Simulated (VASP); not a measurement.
WC:

```
W C
1.0
     0.00000    2.23569    2.23569
     2.23569    0.00000    2.23569
     2.23569    2.23569    0.00000
W C
1 1
Cartesian
  0.0000 0.0000 0.0000
  2.2357 2.2357 2.2357
```

Base run:

- Program: VASP 6.6.1
- Functional: PBE
- Potentials or basis: VASP PAW PBE potentials, release 64 (W_sv, C)
- Cutoff: 520 eV
- k mesh: 10 × 10 × 10
- Occupations: fermi-dirac, width 0.05 eV
- Spin: no spin polarisation

Its results: band gap on the k mesh zero (band 9 reaches 12.46 eV, above the bottom of band 10 at 9.56 eV); pressure -19.2 GPa.

Task: After a change of settings the same cell gave: band gap on the k mesh zero (band 9 reaches 12.50 eV, above the bottom of band 10 at 9.47 eV); pressure -22.5 GPa. Which change was it?
A. functional from PBE to r2SCAN
B. functional from PBE to PBE0; k mesh from 10 × 10 × 10 to 6 × 6 × 6
C. functional from PBE to PBEsol
D. functional from PBE to LDA; potentials or basis from VASP PAW PBE potentials, release 64 (W_sv, C) to VASP PAW LDA potentials, release 64 (W_sv, C)

Result: A.

Caveats: spin-orbit coupling is left out, which moves the levels of the heavy elements; the PAW data sets were made with another functional, which shifts forces and pressure a little (some runs).
